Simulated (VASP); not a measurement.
# ScAl3: single point with PBE

ScAl3:

```
Sc Al
1.0
    -2.01280    2.01280    4.42320
     2.01280   -2.01280    4.42320
     2.01280    2.01280   -4.42320
Sc Al
1 3
Direct
  0.00000 0.00000 0.00000
  0.75000 0.25000 0.50000
  0.25000 0.75000 0.50000
  0.50000 0.50000 0.00000
```

```yaml
Program: VASP 6.6.1
Task: single point
Functional: PBE
Potentials_or_basis: VASP PAW PBE potentials, release 64 (Sc_sv, Al)
Cutoff: 520 eV
k_mesh: 14 × 14 × 14
Occupations: gaussian, width 0.05 eV
Spin: no spin polarisation
Dipole_correction: no
Further_INCAR_settings: ALGO = Normal; EDIFF = 1e-07; NBANDS = 18
```

```
Pressure               : -0.3 GPa
Band gap on the k mesh : zero (band 10 reaches 7.56 eV, above the bottom of band 11 at 5.44 eV)
```

Stress tensor (GPa, compression positive):
```
-0.23  0.00  0.00
 0.00 -0.23  0.00
 0.00  0.00 -0.55
```

Levels at points of the mesh, in eV from the Fermi level:
```tsv
k point	band 6	band 7	band 8	band 9	band 10	band 11	band 12	band 13	band 14	band 15
(0.00, 0.00, 0.00)	-2.55	-2.24	-1.00	-1.00	-0.87	1.43	1.59	1.59	1.73	2.31
(0.50, 0.00, 0.00)	-6.51	-3.14	-2.79	-0.69	0.36	1.14	1.84	2.71	2.71	3.37
(0.50, 0.50, 0.00)	-4.88	-4.26	-3.40	-2.41	-1.88	-0.49	2.54	2.74	2.92	2.97
(0.50, 0.50, 0.50)	-7.00	-1.75	-0.97	-0.97	0.23	1.49	1.49	1.91	3.55	4.64
```

Run time: 8.1 min on 1 thread of Oxide Virtual Turin-like Processor, on a shared host, peak memory 0.42 GiB.
